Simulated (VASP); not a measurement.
Write the native input for VASP 6.6.1 that does the following.

| Item | Value |
| --- | --- |
| Task | single point |
| Functional | PBEsol |
| Potentials or basis | VASP PAW PBE potentials, release 64 (Cd, S) |
| Cutoff | 520 eV |
| k mesh | 8 × 8 × 8 |
| Occupations | fermi-dirac, width 0.05 eV |
| Spin | no spin polarisation |
| Dipole correction | no |
| Further INCAR settings | ALGO = Normal; EDIFF = 1e-06; NBANDS = 16 |

The structure of CdS lies in POSCAR:

```
CdS
1.0
    0.0000000000      2.7160334386      2.7160334386
    2.7160334386      0.0000000000      2.7160334386
    2.7160334386      2.7160334386      0.0000000000
Cd S
1 1
Direct
    0.0000000000      0.0000000000      0.0000000000
    0.5000000000      0.5000000000      0.5000000000
```

One way to write it, as run:

INCAR

```
ALGO     = Normal         # electronic algorithm
EDIFF    = 1E-6           # SCF threshold, eV
ENCUT    = 520            # plane-wave cutoff, eV
GGA      = PS             # functional
ISIF     = 2              # what is computed and relaxed
ISMEAR   = -1             # smearing method
LASPH    = T              # aspherical terms in the spheres
LCHARG   = F              # write CHGCAR
LREAL    = F              # projectors in reciprocal space
LWAVE    = F              # write WAVECAR
NBANDS   = 16             # bands
NELM     = 80             # most SCF steps
PREC     = Accurate       # precision mode
SIGMA    = 0.05           # smearing width, eV
```

KPOINTS

```
k-points
0
Gamma
  8 8 8
```

Potentials or basis: VASP PAW PBE potentials, release 64 (Cd, S).

Launch:

```console
$ cat potpaw_PBE.64/Cd/POTCAR potpaw_PBE.64/S/POTCAR > POTCAR
$ mpirun -np 1 vasp_std > vasp.out
```

It gave:

```json
{
  "Pressure": "-1.0 GPa"
}
```

Caveat: the PAW data sets were made with another functional, which shifts forces and pressure a little.

Run time: 33 s on 1 thread of Intel Xeon 8259CL, with other jobs on the host, peak memory 0.17 GiB.
